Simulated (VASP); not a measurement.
# Te (P3_121) in VASP: electric field gradients with PBE

Aim: the electric field gradients of Te with PBE.

All numbers are computed with VASP 6.6.1; they aren't measurements. Logs are shortened: lines on timing, memory, paths and dates and some standing lists are left out, and cuts for length are marked.

## 1. The cell of the first run

It takes space group P3_121 (No. 152, trigonal). Conventional cell: a = 4.458 Å, b = 4.458 Å, c = 5.925 Å, α = 90.00°, β = 90.00°, γ = 120.00°. Within 3.7 Å of Te (site symmetry 2) lie 6 Te at 2.79 to 3.53 Å.

## 2. Electric field gradients, PBE

INCAR reads:

```
  PREC = Accurate
  ENCUT = 520
  EDIFF = 1E-8
  ISMEAR = -1
  SIGMA = 0.08
  LREAL = F
  LASPH = T
  NELM = 80
  ALGO = Normal
  ISIF = 2
  LWAVE = F
  LCHARG = F
  GGA = PE
  LEFG = T
  NBANDS = 16
```

KPOINTS reads:

```
regular mesh
0
Gamma
  9 9 6
```

POSCAR reads:

```
Te
1.0
    4.4579994587      0.0000000000      0.0000000000
   -2.2289997294      3.8607407813      0.0000000000
    0.0000000000      0.0000000000      5.9250000000
Te
3
Direct
    0.7450000000      0.0000000000      0.3333333333
    0.0000000000      0.7450000000      0.6666666667
    0.2550000000      0.2550000000      0.0000000000
```

Potentials or basis: VASP PAW PBE potentials, release 64 (Te).

Started as:

```console
cat potpaw_PBE.64/Te/POTCAR > POTCAR
mpirun -np 1 vasp_std > vasp.out
```

OUTCAR:

```text
PREC = Accurate
   ENCUT = 520
   EDIFF = 1E-8
   ISMEAR = -1
   LREAL = F
   LASPH = T
   NELM = 80
   ISIF = 2
   GGA = PE

 ion  position               nearest neighbor table
   1  0.745  0.000  0.333-   3 2.79   2 2.79   3 3.53   3 3.53   2 3.53   2 3.53
   2  0.000  0.745  0.667-   3 2.79   1 2.79   3 3.53   3 3.53   1 3.53   1 3.53
   3  0.255  0.255  0.000-   1 2.79   2 2.79   2 3.53   1 3.53   1 3.53   2 3.53

  LATTYP: Found a hexagonal cell.
 ALAT       =     4.4579994587
 C/A-ratio  =     1.3290714938

  Lattice vectors:

 A1 = (   4.4579994587,   0.0000000000,   0.0000000000)
 A2 = (  -2.2289997294,   3.8607407813,   0.0000000000)
 A3 = (   0.0000000000,   0.0000000000,   5.9250000000)

Analysis of symmetry for initial positions (statically):
=====================================================================
 Subroutine PRICEL returns:
 Original cell was already a primitive cell.

 Routine SETGRP: Setting up the symmetry group for a
 hexagonal supercell.

 Subroutine GETGRP returns: Found  6 space group operations
 (whereof  2 operations were pure point group operations)
 out of a pool of 24 trial point group operations.

The static configuration has the point symmetry C_2 .
 The point group associated with its full space group is D_3 .

Analysis of symmetry for dynamics (positions and initial velocities):
=====================================================================
 Subroutine PRICEL returns:
 Original cell was already a primitive cell.

 Routine SETGRP: Setting up the symmetry group for a
 hexagonal supercell.

 Subroutine GETGRP returns: Found  6 space group operations
 (whereof  2 operations were pure point group operations)
 out of a pool of 24 trial point group operations.

The dynamic configuration has the point symmetry C_2 .
 The point group associated with its full space group is D_3 .

 Subroutine INISYM returns: Found  6 space group operations
 (whereof  2 operations are pure point group operations),
 and found     1 'primitive' translations

----------------------------------------------------------------------------------------

                                     Primitive cell

  volume of cell :     101.9762

[... 129 lines left out ...]

 Free energy of the ion-electron system (eV)
  ---------------------------------------------------
  ext. energy  EPLUGINS =         0.00000000
  ---------------------------------------------------
  free energy    TOTEN  =        -9.34929694 eV

  energy without entropy =       -9.34721612  energy(sigma->0) =       -9.34825653

 E-fermi :   6.0418     XC(G=0):  -9.0368

 val. band max:        6.0363260028   @ k =   0.3333   0.3333   0.5000
 cond. band min:       6.5313297721   @ k =   0.0000   0.0000   0.5000
 fundamental gap:      0.4950037693
 Fermi energy:         6.0417561304

 k-point     1 :       0.0000    0.0000    0.0000
  band No.  band energies     occupation
      1      -7.8416      2.00000
      2      -4.4364      2.00000
      3      -4.4364      2.00000
      4       2.7838      2.00000
      5       3.0413      2.00000
      6       3.0413      2.00000
[... 433 lines left out ...]
      3      -3.8550      2.00000
      4       1.3011      2.00000
      5       1.7375      2.00000
      6       2.8126      2.00000
[... 8 lines left out ...]
     15      12.4498      0.00000
     16      12.8718      0.00000

 [... further k-points ...]
[... 5 lines left out ...]
  --------------------------------------------------------------------------------------
  -------------------------------------------------------------------------------------
  Total        1.7780738      1.7780738      2.5181448     -0.0000000      0.0000000      0.0000000
  in kB       27.9358158     27.9358158     39.5632781     -0.0000000      0.0000000      0.0000000
  external PRESSURE =      31.8116366 kB  Pullay stress =       0.0000000 kB

 VOLUME and BASIS-vectors are now :
 -----------------------------------------------------------------------------
  energy-cutoff  :      520.00
  volume of cell :      101.98
      direct lattice vectors                 reciprocal lattice vectors
     4.457999459  0.000000000  0.000000000     0.224315864  0.129508824  0.000000000
    -2.228999729  3.860740781  0.000000000     0.000000000  0.259017649  0.000000000
     0.000000000  0.000000000  5.925000000     0.000000000  0.000000000  0.168776371

 POSITION                                       TOTAL-FORCE (eV/Angst)
 -----------------------------------------------------------------------------------
      3.32121      0.00000      1.97500        -0.635678      0.000000     -0.000000
     -1.66060      2.87625      3.95000         0.317839     -0.550513     -0.000000
      0.56839      0.98449      0.00000         0.317839      0.550513      0.000000
 -----------------------------------------------------------------------------------
    total drift:                                0.000000      0.000000     -0.000000

  FREE ENERGIE OF THE ION-ELECTRON SYSTEM (eV)
  ---------------------------------------------------
  free  energy   TOTEN  =        -9.3492969426 eV

  energy  without entropy=       -9.3472161157  energy(sigma->0) =       -9.34825653

 Electric field gradients (V/A^2)
---------------------------------------------------------------------
 ion       V_xx      V_yy      V_zz      V_xy      V_xz      V_yz
---------------------------------------------------------------------
   1     178.864  -412.505   233.641     0.000    -0.000  -346.549
   2    -264.663    31.022   233.641  -256.070   300.120   173.275
   3    -264.662    31.022   233.641   256.070  -300.120   173.275
---------------------------------------------------------------------

 Electric field gradients after diagonalization (V/A^2)
 (convention: |V_zz| > |V_xx| > |V_yy|)
----------------------------------------------------------------------
 ion       V_xx      V_yy      V_zz     asymmetry (V_yy - V_xx)/ V_zz
----------------------------------------------------------------------
   1     384.353   178.864  -563.217       0.365
   2     384.353   178.864  -563.217       0.365
   3     384.353   178.864  -563.217       0.365
----------------------------------------------------------------------

           NMR quadrupolar parameters

 Cq : quadrupolar parameter    Cq=e*Q*V_zz/h
 eta: asymmetry parameters     (V_yy - V_xx)/ V_zz
 Q  : nuclear electric quadrupole moment in mb (millibarn)
----------------------------------------------------------------------
 ion       Cq(MHz)       eta       Q (mb)
----------------------------------------------------------------------
   1      -1.362       0.365       1.000
   2      -1.362       0.365       1.000
   3      -1.362       0.365       1.000
----------------------------------------------------------------------
```

Run time: 93 s. Hardware: 1 thread of Intel Xeon Platinum 8259CL at 2.50GHz (Skylake/Cascade Lake), shared host; peak memory 0.28 GiB.

Results:

| Quantity | Value |
| --- | --- |
| Free energy | -9.3493 eV |
| Pressure | 3.2 GPa |
| Largest force | 0.636 eV/Å |
| Band gap on the k mesh | 0.14 eV |
| Largest electric field gradient by atom | Te -563.2 V/Å² |

Forces on the atoms (eV/Å):
```
Te  -0.636  0.000  0.000
Te   0.318 -0.551  0.000
Te   0.318  0.551  0.000
```

Electric field gradients, principal values (V/Å²):
```tsv
atom	least	middle	greatest (by size)
1 Te	178.864	384.353	-563.217
2 Te	178.864	384.353	-563.217
3 Te	178.864	384.353	-563.217
```

Caveat: the cell stands under pressure; semilocal functionals underestimate gaps, and a narrow one can read as zero; without QUAD_EFG the Cq values of the log hold for a quadrupole moment of 1 mb, not for the nuclei; spin-orbit coupling is left out, which moves the levels of the heavy elements. A k mesh can miss the band edges.

The gap in the log of VASP goes by the Fermi energy; the results here count the filled bands.